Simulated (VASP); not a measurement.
# NaI (I4_1/amd) in VASP: further runs

The runs below take NaI through single point, with r2SCAN.

All numbers are computed with VASP 6.6.1; they aren't measurements. Logs are shortened: lines on timing, memory, paths and dates and some standing lists are left out, and cuts for length are marked.

**1. The cell of the first run**

It takes space group I4_1/amd (No. 141, tetragonal). The conventional cell has a = 4.429 Å, b = 4.429 Å, c = 16.226 Å, α = 90.00°, β = 90.00°, γ = 90.00°. Na (site symmetry -4m2) has 4 I at 3.13 Å within 4.1 Å. I (site symmetry -4m2) has 4 Na at 3.13 Å within 4.1 Å.

**2. Single point, r2SCAN**

File POSCAR:

```
NaI
1.0
   -2.2145130000      2.2145130000      8.1128588400
    2.2145130000     -2.2145130000      8.1128588400
    2.2145130000      2.2145130000     -8.1128588400
Na I
2 2
Direct
    0.2500000000      0.7500000000      0.5000000000
    0.5000000000      0.5000000000      0.0000000000
    0.7500000000      0.2500000000      0.5000000000
    0.0000000000      0.0000000000      0.0000000000
```

File INCAR.step1:

```
SYSTEM = NaI
PREC = Accurate ; ENCUT = 520
ISMEAR = -1 ; SIGMA = 0.02
LREAL = .FALSE. ; LASPH = .TRUE.
NELM = 60 ; NBANDS = 22
GGA = PE ; ALGO = Normal
EDIFF = 1E-4 ; LWAVE = .TRUE.
LCHARG = .FALSE.
```

File INCAR.step2:

```
SYSTEM = NaI
PREC = Accurate ; ENCUT = 520
EDIFF = 1E-6 ; ISMEAR = -1
SIGMA = 0.02 ; LREAL = .FALSE.
LASPH = .TRUE. ; NELM = 60
ALGO = Normal ; ISIF = 2
LWAVE = .FALSE. ; LCHARG = .FALSE.
METAGGA = R2SCAN ; LMIXTAU = .TRUE.
NBANDS = 22 ; ISTART = 1
```

File KPOINTS:

```
regular mesh
0
G
  6 6 6
  0 0 0
```

Potentials or basis: VASP PAW PBE potentials, release 64 (Na_pv, I).

Run with:

```
> cat potpaw_PBE.64/Na_pv/POTCAR potpaw_PBE.64/I/POTCAR > POTCAR
> cp INCAR.step1 INCAR
> mpirun -np 1 vasp_std > vasp.out
> cp INCAR.step2 INCAR
> mpirun -np 1 vasp_std > vasp.out
```

OUTCAR:

```text
SYSTEM = NaI
   PREC = Accurate
   ENCUT = 520
   EDIFF = 1E-6
   ISMEAR = -1
   LREAL = .FALSE.
   LASPH = .TRUE.
   NELM = 60
   ISIF = 2
   METAGGA = R2SCAN
   ISTART = 1

 ion  position               nearest neighbor table
   1  0.250  0.750  0.500-   3 3.13   3 3.13   3 3.13   3 3.13
   2  0.500  0.500  0.000-   4 3.13   4 3.13   4 3.13   4 3.13
   3  0.750  0.250  0.500-   1 3.13   1 3.13   1 3.13   1 3.13
   4  0.000  0.000  0.000-   2 3.13   2 3.13   2 3.13   2 3.13

  LATTYP: Found a body centered tetragonal cell.
 ALAT       =     4.4290260000
 C/A-ratio  =     3.6634956941

  Lattice vectors:

 A1 = (  -2.2145130000,   2.2145130000,   8.1128588400)
 A2 = (   2.2145130000,  -2.2145130000,   8.1128588400)
 A3 = (   2.2145130000,   2.2145130000,  -8.1128588400)

Analysis of symmetry for initial positions (statically):
=====================================================================
 Subroutine PRICEL returns:
 Original cell was already a primitive cell.

 Routine SETGRP: Setting up the symmetry group for a
 body centered tetragonal supercell.

 Subroutine GETGRP returns: Found 16 space group operations
 (whereof  8 operations were pure point group operations)
 out of a pool of 16 trial point group operations.

The static configuration has the point symmetry D_2d.
 The point group associated with its full space group is D_4h.

Analysis of symmetry for dynamics (positions and initial velocities):
=====================================================================
 Subroutine PRICEL returns:
 Original cell was already a primitive cell.

 Routine SETGRP: Setting up the symmetry group for a
 body centered tetragonal supercell.

 Subroutine GETGRP returns: Found 16 space group operations
 (whereof  8 operations were pure point group operations)
 out of a pool of 16 trial point group operations.

The dynamic configuration has the point symmetry D_2d.
 The point group associated with its full space group is D_4h.

 Subroutine INISYM returns: Found 16 space group operations
 (whereof  8 operations are pure point group operations),
 and found     1 'primitive' translations

----------------------------------------------------------------------------------------

                                     Primitive cell

  volume of cell :     159.1440

  direct lattice vectors                    reciprocal lattice vectors
    -2.214513000  2.214513000  8.112858840     0.000000000  0.225783276  0.061630556
     2.214513000 -2.214513000  8.112858840     0.225783276  0.000000000  0.061630556
     2.214513000  2.214513000 -8.112858840     0.225783276  0.225783276  0.000000000

  length of vectors
     8.696356376  8.696356376  8.696356376     0.234043614  0.234043614  0.319305771

  position of ions in fractional coordinates (direct lattice)
     0.250000000  0.750000000  0.500000000
     0.500000000  0.500000000  0.000000000
     0.750000000  0.250000000  0.500000000
     0.000000000  0.000000000  0.000000000

  ion indices of the primitive-cell ions
   primitive index   ion index
                 1           1
                 2           2
                 3           3
                 4           4

----------------------------------------------------------------------------------------

 KPOINTS: regular mesh

Automatic generation of k-mesh.
 Grid dimensions read from file:
 generate k-points for:    6    6    6

 Generating k-lattice:

  Cartesian coordinates                     Fractional coordinates (reciprocal lattice)
     0.000000000  0.037630546  0.010271759     0.166666667 -0.000000000  0.000000000
     0.037630546  0.000000000  0.010271759    -0.000000000  0.166666667  0.000000000
     0.037630546  0.037630546  0.000000000     0.000000000  0.000000000  0.166666667

  Length of vectors
     0.039007269  0.039007269  0.053217629

  Shift w.r.t. Gamma in fractional coordinates (k-lattice)
     0.000000000  0.000000000  0.000000000

 Subroutine IBZKPT returns following result:
 ===========================================

 Found     30 irreducible k-points:

 Following reciprocal coordinates:
            Coordinates               Weight
  0.000000  0.000000  0.000000      1.000000
  0.166667 -0.000000  0.000000      8.000000
  0.333333 -0.000000  0.000000      8.000000
  0.500000 -0.000000  0.000000      4.000000
  0.166667  0.166667  0.000000      8.000000
  0.333333  0.166667  0.000000     16.000000
[... 16 lines left out ...]
 -0.333333 -0.333333  0.166667      8.000000
 -0.166667 -0.333333  0.166667      8.000000
 [... further k-points ...]
   k-points           NKPTS =     30   k-points in BZ     NKDIM =     30   number of bands    NBANDS=     22
   number of dos      NEDOS =    301   number of ions     NIONS =      4
   total plane-waves  NPLWV = 343000
   dimension x,y,z NGX =    70 NGY =   70 NGZ =   70
   dimension x,y,z NGXF=   140 NGYF=  140 NGZF=  140
   ions per type =               2   2
   NGX,Y,Z   is equivalent  to a cutoff of  13.38, 13.38, 13.38 a.u.
   NGXF,Y,Z  is equivalent  to a cutoff of  26.76, 26.76, 26.76 a.u.
 SYSTEM =  NaI
   PREC   = accura    normal or accurate (medium, high low for compatibility)
   ISTART =      1    job   : 0-new  1-cont  2-samecut
   ICHARG =      0    charge: 1-file 2-atom 10-const
   ISPIN  =      1    spin polarized calculation?
   LNONCOLLINEAR =      F non collinear calculations
   LSORBIT =      F    spin-orbit coupling
   LASPH  =      T    aspherical Exc in radial PAW
   ENCUT  =  520.0 eV  38.22 Ry    6.18 a.u.  16.17 16.17 16.17*2*pi/ulx,y,z
   NELM   =     60;   NELMIN=  2; NELMDL=  0     # of ELM steps
   EDIFF  = 0.1E-05   stopping-criterion for ELM
   LREAL  =      F    real-space projection
   EDIFFG = 0.1E-04   stopping-criterion for IOM
   NSW    =      0    number of steps for IOM
   IBRION =     -1    ionic relax: 0-MD 1-quasi-New 2-CG
   NFREE  =      0    steps in history (QN), initial steepest desc. (CG)
   ISIF   =      2    stress and relaxation
   ISYM   =      2    0-nonsym 1-usesym 2-fastsym
   POTIM  = 0.5000    time-step for ionic-motion
   TEBEG  =    0.0;   TEEND  =   0.0 temperature during run
   PSTRESS=    0.0 pullay stress
   NELECT =      28.0000    total number of electrons
   NUPDOWN=      -1.0000    fix difference up-down
   EMIN   =  10.00;   EMAX   =-10.00  energy-range for DOS
[... 8 lines left out ...]
  Fermi-wavevector in a.u.,A,eV,Ry     =   0.917341  1.733523 11.449495  0.841514
  Thomas-Fermi vector in A             =   2.042299
   LORBIT       =      0    0 simple, 1 ext, 2 COOP (PROOUT), +10 PAW based schemes
   METAGGA = R2SCAN    functional components
   LHFCALC =     F    Hartree Fock is set to
   AEXX    =    0.0000 exact exchange contribution
   IVDW    =     0    specifies the selected vdW correction
   LEPSILON=     F    determine dielectric tensor
   LRPA    =     F    only Hartree local field effects (RPA)
 non-spin polarized calculation
  energy-cutoff  :      520.00
  volume of cell :      159.14
 maximum number of plane-waves:      4326
 NGX is ok and might be reduce to    70
   NGX = 33   NGY = 33   NGZ = 33

 number of electron      28.0000000 magnetization

 Free energy of the ion-electron system (eV)
  ---------------------------------------------------
  ext. energy  EPLUGINS =         0.00000000
  ---------------------------------------------------
  free energy    TOTEN  =       -61.58548608 eV

  energy without entropy =      -61.58548608  energy(sigma->0) =      -61.58548608

 E-fermi :   0.2338     XC(G=0):  -7.3123

 val. band max:       -0.2072753992   @ k =  -0.1667   0.1667   0.0000
 cond. band min:       3.3953378741   @ k =   0.0000   0.0000   0.0000
 fundamental gap:      3.6026132733
 Fermi energy:         0.2338209495

 k-point     1 :       0.0000    0.0000    0.0000
  band No.  band energies     occupation
      1     -23.9978      2.00000
      2     -23.9960      2.00000
      3     -23.9450      2.00000
      4     -23.9450      2.00000
      5     -23.9449      2.00000
      6     -23.9449      2.00000
[... 14 lines left out ...]
     21       9.6518      0.00000
     22       9.6519      0.00000

 k-point     2 :       0.1667   -0.0000    0.0000
  band No.  band energies     occupation
      1     -23.9977      2.00000
      2     -23.9960      2.00000
      3     -23.9460      2.00000
      4     -23.9459      2.00000
      5     -23.9448      2.00000
      6     -23.9447      2.00000
[... 14 lines left out ...]
     21       8.6041      0.00000
     22       9.2507      0.00000

 k-point     3 :       0.3333   -0.0000    0.0000
  band No.  band energies     occupation
      1     -23.9973      2.00000
      2     -23.9961      2.00000
      3     -23.9482      2.00000
      4     -23.9480      2.00000
      5     -23.9444      2.00000
      6     -23.9442      2.00000
[... 14 lines left out ...]
     21       8.9627      0.00000
     22       8.9628      0.00000

 k-point     4 :       0.5000   -0.0000    0.0000
  band No.  band energies     occupation
      1     -23.9971      2.00000
      2     -23.9962      2.00000
      3     -23.9492      2.00000
      4     -23.9491      2.00000
      5     -23.9442      2.00000
      6     -23.9440      2.00000
[... 14 lines left out ...]
     21       8.6661      0.00000
     22       8.9445      0.00000

 k-point     5 :       0.1667    0.1667    0.0000
  band No.  band energies     occupation
      1     -23.9975      2.00000
      2     -23.9961      2.00000
      3     -23.9459      2.00000
      4     -23.9459      2.00000
      5     -23.9457      2.00000
      6     -23.9456      2.00000
[... 14 lines left out ...]
     21       8.1610      0.00000
     22       8.4602      0.00000

 k-point     6 :       0.3333    0.1667    0.0000
  band No.  band energies     occupation
      1     -23.9971      2.00000
      2     -23.9962      2.00000
      3     -23.9479      2.00000
      4     -23.9477      2.00000
      5     -23.9454      2.00000
      6     -23.9452      2.00000
[... 14 lines left out ...]
     21       8.3326      0.00000
     22       8.8476      0.00000

 k-point     7 :       0.5000    0.1667    0.0000
  band No.  band energies     occupation
      1     -23.9970      2.00000
      2     -23.9962      2.00000
      3     -23.9489      2.00000
      4     -23.9487      2.00000
      5     -23.9451      2.00000
      6     -23.9449      2.00000
[... 324 lines left out ...]
      6     -23.9471      2.00000
[... 14 lines left out ...]
     21       9.0736      0.00000
     22       9.0737      0.00000

 k-point    21 :      -0.3333    0.5000    0.1667
  band No.  band energies     occupation
      1     -23.9969      2.00000
      2     -23.9965      2.00000
      3     -23.9479      2.00000
      4     -23.9477      2.00000
      5     -23.9454      2.00000
      6     -23.9452      2.00000
[... 14 lines left out ...]
     21       8.4999      0.00000
     22       8.9365      0.00000

 k-point    22 :      -0.1667    0.5000    0.1667
  band No.  band energies     occupation
      1     -23.9971      2.00000
      2     -23.9964      2.00000
      3     -23.9482      2.00000
      4     -23.9480      2.00000
      5     -23.9444      2.00000
      6     -23.9442      2.00000
[... 14 lines left out ...]
     21       8.9710      0.00000
     22       9.2007      0.00000

 k-point    23 :      -0.3333   -0.3333    0.1667
  band No.  band energies     occupation
      1     -23.9972      2.00000
      2     -23.9964      2.00000
      3     -23.9459      2.00000
      4     -23.9459      2.00000
      5     -23.9456      2.00000
      6     -23.9456      2.00000
[... 14 lines left out ...]
     21       8.4140      0.00000
     22       8.6294      0.00000

 k-point    24 :      -0.1667   -0.3333    0.1667
  band No.  band energies     occupation
      1     -23.9975      2.00000
      2     -23.9963      2.00000
      3     -23.9461      2.00000
      4     -23.9459      2.00000
      5     -23.9448      2.00000
      6     -23.9446      2.00000
[... 14 lines left out ...]
     21       8.8592      0.00000
     22       9.0506      0.00000

 [... further k-points ...]
[... 5 lines left out ...]
  --------------------------------------------------------------------------------------
  -------------------------------------------------------------------------------------
  Total       -0.3366564     -0.3366564     -0.0766679      0.0000000     -0.0000000      0.0000000
  in kB       -3.3892776     -3.3892776     -0.7718513      0.0000000     -0.0000000      0.0000000
  external PRESSURE =      -2.5168022 kB  Pullay stress =       0.0000000 kB

 VOLUME and BASIS-vectors are now :
 -----------------------------------------------------------------------------
  energy-cutoff  :      520.00
  volume of cell :      159.14
      direct lattice vectors                 reciprocal lattice vectors
    -2.214513000  2.214513000  8.112858840     0.000000000  0.225783276  0.061630556
     2.214513000 -2.214513000  8.112858840     0.225783276  0.000000000  0.061630556
     2.214513000  2.214513000 -8.112858840     0.225783276  0.225783276  0.000000000

 POSITION                                       TOTAL-FORCE (eV/Angst)
 -----------------------------------------------------------------------------------
      2.21451      0.00000      4.05643         0.000000     -0.000000     -0.000000
      0.00000      0.00000      8.11286         0.000000     -0.000000      0.000000
      0.00000      2.21451      4.05643         0.000000      0.000000     -0.000000
      0.00000      0.00000      0.00000        -0.000000     -0.000000     -0.000000
 -----------------------------------------------------------------------------------
    total drift:                                0.000000     -0.000000      0.000000

  FREE ENERGIE OF THE ION-ELECTRON SYSTEM (eV)
  ---------------------------------------------------
  free  energy   TOTEN  =       -61.5854860778 eV

  energy  without entropy=      -61.5854860778  energy(sigma->0) =      -61.58548608
```

It took 39 min on 1 thread of Intel Xeon Platinum 8259CL at 2.50GHz (Skylake/Cascade Lake), shared host; peak memory 0.8 GiB.

What came out:

| Item | Value |
| --- | --- |
| Free energy | -61.5855 eV |
| Pressure | -0.3 GPa |
| Band gap on the k mesh | 3.60 eV (least direct gap 3.64 eV) |

Levels at points of the mesh, in eV from the valence-band top:
```tsv
k point	band 11	band 12	band 13	band 14	band 15	band 16	band 17	band 18
(0.00, 0.00, 0.00)	-0.45	-0.42	-0.42	-0.03	3.60	5.49	6.34	6.75
(0.50, 0.00, 0.00)	-0.95	-0.38	-0.28	-0.25	5.04	5.77	6.47	7.50
(0.50, 0.50, 0.00)	-1.65	-1.65	-0.35	-0.35	4.76	4.76	6.68	6.68
(0.50, 0.50, 0.50)	-0.56	-0.56	-0.30	-0.30	4.65	4.65	6.73	6.73
```

Caveat: the PAW data sets were made with another functional, which shifts forces and pressure a little; spin-orbit coupling is left out, which moves the levels of the heavy elements. A k mesh can miss the band edges.

**3. Single point, r2SCAN**

This run uses another cell than the first one, of 40.20 Å³/atom.

File POSCAR:

```
NaI
1.0
   -2.2145130000      2.2145130000      8.1964965600
    2.2145130000     -2.2145130000      8.1964965600
    2.2145130000      2.2145130000     -8.1964965600
Na I
2 2
Direct
    0.2500000000      0.7500000000      0.5000000000
    0.5000000000      0.5000000000      0.0000000000
    0.7500000000      0.2500000000      0.5000000000
    0.0000000000      0.0000000000      0.0000000000
```

File INCAR.step1:

```
PREC = Accurate
ENCUT = 520
ISMEAR = -1
SIGMA = 0.02
LREAL = F
LASPH = T
NELM = 60
NBANDS = 22
GGA = PE
ALGO = Normal
EDIFF = 1E-4
LWAVE = T
LCHARG = F
```

File INCAR.step2:

```
PREC = Accurate
ENCUT = 520
EDIFF = 1E-7
ISMEAR = -1
SIGMA = 0.02
LREAL = F
LASPH = T
NELM = 60
ALGO = Normal
ISIF = 2
LWAVE = F
LCHARG = F
METAGGA = R2SCAN
LMIXTAU = T
NBANDS = 22
ISTART = 1
```

File KPOINTS:

```
regular mesh
0
Gamma
  6 6 6
```

Potentials or basis: VASP PAW PBE potentials, release 64 (Na_pv, I).

Run with:

```
> cat potpaw_PBE.64/Na_pv/POTCAR potpaw_PBE.64/I/POTCAR > POTCAR
> cp INCAR.step1 INCAR
> mpirun -np 1 vasp_std > vasp.out
> cp INCAR.step2 INCAR
> mpirun -np 1 vasp_std > vasp.out
```

Wall time 38 min (1 thread of Intel Xeon Platinum 8259CL at 2.50GHz (Skylake/Cascade Lake), shared host); peak memory 0.8 GiB.

It converged, with:

```
Free energy            : -61.5845 eV
Pressure               : -0.3 GPa
Band gap on the k mesh : 3.64 eV (least direct gap 3.67 eV)
```

Stress tensor (GPa, compression positive):
```
-0.35  0.00  0.00
 0.00 -0.35  0.00
 0.00  0.00 -0.14
```

Levels at points of the mesh, in eV from the valence-band top:
```tsv
k point	band 12	band 13	band 14	band 15	band 16	band 17
(0.00, 0.00, 0.00)	-0.39	-0.39	-0.04	3.64	5.52	6.38
(0.50, 0.00, 0.00)	-0.34	-0.26	-0.22	5.07	5.80	6.51
(0.50, 0.50, 0.00)	-1.62	-0.32	-0.32	4.81	4.81	6.71
(0.50, 0.50, 0.50)	-0.52	-0.27	-0.27	4.66	4.66	6.77
```

Caveat: the PAW data sets were made with another functional, which shifts forces and pressure a little; spin-orbit coupling is left out, which moves the levels of the heavy elements. A k mesh can miss the band edges.

**4. Single point, r2SCAN**

This run uses another cell than the first one, of 40.61 Å³/atom.

File POSCAR:

```
NaI
1.0
   -2.2145130000      2.2145130000      8.2801342800
    2.2145130000     -2.2145130000      8.2801342800
    2.2145130000      2.2145130000     -8.2801342800
Na I
2 2
Direct
    0.2500000000      0.7500000000      0.5000000000
    0.5000000000      0.5000000000      0.0000000000
    0.7500000000      0.2500000000      0.5000000000
    0.0000000000      0.0000000000      0.0000000000
```

INCAR.step1: that of step 3 with these lines changed.

```diff
@@ -6,3 +6,3 @@
 LASPH = T
-NELM = 60
+NELM = 80
 NBANDS = 22
```

INCAR.step2: that of step 3 with these lines changed.

```diff
@@ -2,3 +2,3 @@
 ENCUT = 520
-EDIFF = 1E-7
+EDIFF = 1E-6
 ISMEAR = -1
@@ -7,3 +7,3 @@
 LASPH = T
-NELM = 60
+NELM = 80
 ALGO = Normal
```

File KPOINTS:

```
Automatic mesh
0
Gamma
  6 6 6
```

Run with:

```
> cat potpaw_PBE.64/Na_pv/POTCAR potpaw_PBE.64/I/POTCAR > POTCAR
> cp INCAR.step1 INCAR
> mpirun -np 1 vasp_std > vasp.out
> cp INCAR.step2 INCAR
> mpirun -np 1 vasp_std > vasp.out
```

It took 34 min on 1 thread of Intel Xeon Platinum 8259CL at 2.50GHz (Skylake/Cascade Lake), shared host; peak memory 0.8 GiB.

Results (log left out):

| Item | Value |
| --- | --- |
| Free energy | -61.5829 eV |
| Pressure | -0.3 GPa |
| Band gap on the k mesh | 3.67 eV (least direct gap 3.71 eV) |

Stress tensor (GPa, compression positive):
```
-0.36  0.00  0.00
 0.00 -0.36  0.00
 0.00  0.00 -0.19
```

Levels at points of the mesh, in eV from the valence-band top:
| k point | band 10 | band 11 | band 12 | band 13 | band 14 | band 15 | band 16 | band 17 | band 18 | band 19 |
| --- | --- | --- | --- | --- | --- | --- | --- | --- | --- | --- |
| (0.00, 0.00, 0.00) | -0.38 | -0.38 | -0.36 | -0.36 | -0.04 | 3.67 | 5.54 | 6.43 | 6.83 | 7.73 |
| (0.50, 0.00, 0.00) | -1.89 | -0.87 | -0.30 | -0.24 | -0.19 | 5.09 | 5.82 | 6.54 | 7.53 | 7.54 |
| (0.50, 0.50, 0.00) | -1.63 | -1.58 | -1.58 | -0.29 | -0.29 | 4.85 | 4.85 | 6.75 | 6.75 | 7.45 |
| (0.50, 0.50, 0.50) | -0.92 | -0.48 | -0.48 | -0.25 | -0.25 | 4.68 | 4.68 | 6.80 | 6.80 | 7.64 |

Caveat: the PAW data sets were made with another functional, which shifts forces and pressure a little; spin-orbit coupling is left out, which moves the levels of the heavy elements. A k mesh can miss the band edges.

**5. Overview**

```tsv
cell	gap on the mesh (eV)	pressure (GPa)
a = 8.696 Å, angles 150.5, 150.5, 42.2°, 4 atoms	3.60	-0.3
a = 8.774 Å, angles 150.8, 150.8, 41.8°, 4 atoms	3.64	-0.3
a = 8.853 Å, angles 151.0, 151.0, 41.4°, 4 atoms	3.67	-0.3
```

Alike in all rows: task single point; level r2SCAN; potentials or basis VASP PAW PBE potentials, release 64 (Na_pv, I); no spin polarisation; k mesh 6 × 6 × 6; cutoff (eV) 520; smearing fermi-dirac 0.02 eV.

Caveats: the PAW data sets were made with another functional, which shifts forces and pressure a little; spin-orbit coupling is left out, which moves the levels of the heavy elements.

Absolute energies hang on the potentials; compare differences alone.
